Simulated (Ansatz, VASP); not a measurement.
One calculation of InAs, two programs

```
In As
1.0
     3.53654    0.00000    0.00000
     0.00000    3.53654    0.00000
     0.00000    0.00000    3.53654
In As
1 1
Direct
  0.00000 0.00000 0.00000
  0.50000 0.50000 0.50000
```

Alike in both runs: task single point; functional PBEsol; k mesh 6 × 6 × 6; occupations fermi-dirac, width 0.02 eV; no spin polarisation.

```csv
,VASP,Ansatz
version,VASP 6.6.1,Ansatz 0.2.0
potentials or method,"VASP PAW PBE potentials, release 64 (In_d, As)","plane waves, PAW"
plane-wave cutoff (eV),520,420
valence electrons in the cell,18,28
```

```csv
,VASP,Ansatz,Ansatz less VASP
pressure (GPa),-1.9,-2.0,-0.07
```

VASP's potentials were made for PBE, not for PBEsol. VASP's potentials hold 18 valence electrons a cell and Ansatz's 28, so a difference there can come from the potentials and not from the codes.
